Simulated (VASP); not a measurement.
Wanted: the native input for a VASP 6.6.1 run.

```yaml
Task: single point
Functional: PBE
Potentials_or_basis: VASP PAW PBE potentials, release 64 (Zr_sv, C)
Cutoff: 520 eV
k_mesh: 20 × 20 × 20
Occupations: gaussian, width 0.15 eV
Spin: no spin polarisation
Dipole_correction: no
Further_INCAR_settings: ALGO = Normal; EDIFF = 1e-07; NBANDS = 15
```

The structure of ZrC lies in POSCAR:

```
ZrC
1.0
    0.0000000000      2.2116322854      2.6539587425
    2.2116322854      0.0000000000      2.6539587425
    2.2116322854      2.2116322854      0.0000000000
Zr C
1 1
Direct
    0.5000000000      0.5000000000      0.5000000000
    0.0000000000      0.0000000000      0.0000000000
```

This cell differs from its parent crystal: ratio of the length along z to the lengths across it x 1.2, volume and fractional coordinates fixed.

The input as run:

INCAR

```
SYSTEM = ZrC
PREC = Accurate
ENCUT = 520
EDIFF = 1E-7
ISMEAR = 0
SIGMA = 0.15
LREAL = .FALSE.
LASPH = .TRUE.
NELM = 80
ALGO = Normal
ISIF = 2
LWAVE = .FALSE.
LCHARG = .FALSE.
GGA = PE
NBANDS = 15
```

KPOINTS

```
regular mesh
0
G
  20 20 20
  0 0 0
```

Potentials or basis: VASP PAW PBE potentials, release 64 (Zr_sv, C).

Run with:

```bash
$ cat potpaw_PBE.64/Zr_sv/POTCAR potpaw_PBE.64/C/POTCAR > POTCAR
$ mpirun -np 1 vasp_std > vasp.out
```

Results of the run:

```
Pressure               : 15.1 GPa
Band gap on the k mesh : zero (band 8 reaches 10.73 eV, above the bottom of band 9 at 9.19 eV)
```

It took 100 s on 1 thread of Intel(R) Xeon(R) 6975P-C (Granite Rapids) (shared host), peak memory 0.36 GiB.
